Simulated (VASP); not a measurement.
W, 1 atom in the cell. It takes space group Im-3m (No. 229, cubic). Conventional cell: a = 3.165 Å, b = 3.165 Å, c = 3.165 Å, α = 90.00°, β = 90.00°, γ = 90.00°. Within 3.6 Å of W (site symmetry m-3m) lie 14 W at 2.74 to 3.16 Å. 

- Program: VASP 6.6.1
- Task: relaxation of cell and atoms
- Functional: PBEsol
- Potentials or basis: VASP PAW PBE potentials, release 64 (W_sv)
- Cutoff: 600 eV
- k mesh: 11 × 11 × 11
- Occupations: fermi-dirac, width 0.1 eV
- Spin: no spin polarisation
- Dipole correction: no
- Further INCAR settings: ALGO = Normal; EDIFF = 1e-06; IBRION = 2; EDIFFG = -0.03; NSW = 80; ISIF = 3

Potentials or basis: VASP PAW PBE potentials, release 64 (W_sv).

Launch:

```sh
$ cat potpaw_PBE.64/W_sv/POTCAR > POTCAR
$ mpirun -np 1 vasp_std > vasp.out
```

Hardware: 1 thread of Intel(R) Xeon(R) Platinum 8559C (Emerald Rapids), on a shared host.

Question: Estimate the wall time of this run.

Answer: Run time: 13 s on 1 thread of Intel(R) Xeon(R) Platinum 8559C (Emerald Rapids), on a shared host, peak memory 0.15 GiB. Counts: scf iterations 24, k points 56, ion steps 3.
